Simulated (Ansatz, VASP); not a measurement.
**NaCl in VASP and in Ansatz**

```
CELL_PARAMETERS angstrom
2.71853 2.71853 0.00000
-2.71853 2.71853 0.00000
0.00000 2.71853 2.73892
ATOMIC_POSITIONS crystal
Na 0.00000 0.00000 0.00000
Cl 0.50000 0.50000 0.00000
```

Change from the starting cell: film at in-plane strain -0.005.

Alike in both runs: task single point; functional LDA; k mesh 8 × 8 × 8; no spin polarisation.

|  | VASP | Ansatz |
| --- | --- | --- |
| version | VASP 6.6.1 | Ansatz 0.2.0 |
| potentials or method | VASP PAW LDA potentials, release 64 (Na_pv, Cl), cutoff 520 eV | all-electron LAPW, scalar-relativistic |
| occupations | gaussian, width 0.01 eV | fixed |

```tsv
	VASP	Ansatz	Ansatz less VASP
gap on the k mesh at the Fermi level (eV)	5.11	5.10	-0.006
pressure (GPa)	0.3	0.3	-0.03
traceless stress, the component that is largest in VASP (GPa)	-0.29	-0.29	+0.002
```

LDA's correlation is that of Perdew and Zunger in VASP and of Perdew and Wang (1992) in Ansatz. Ansatz ran all-electron here, and VASP with PAW potentials.
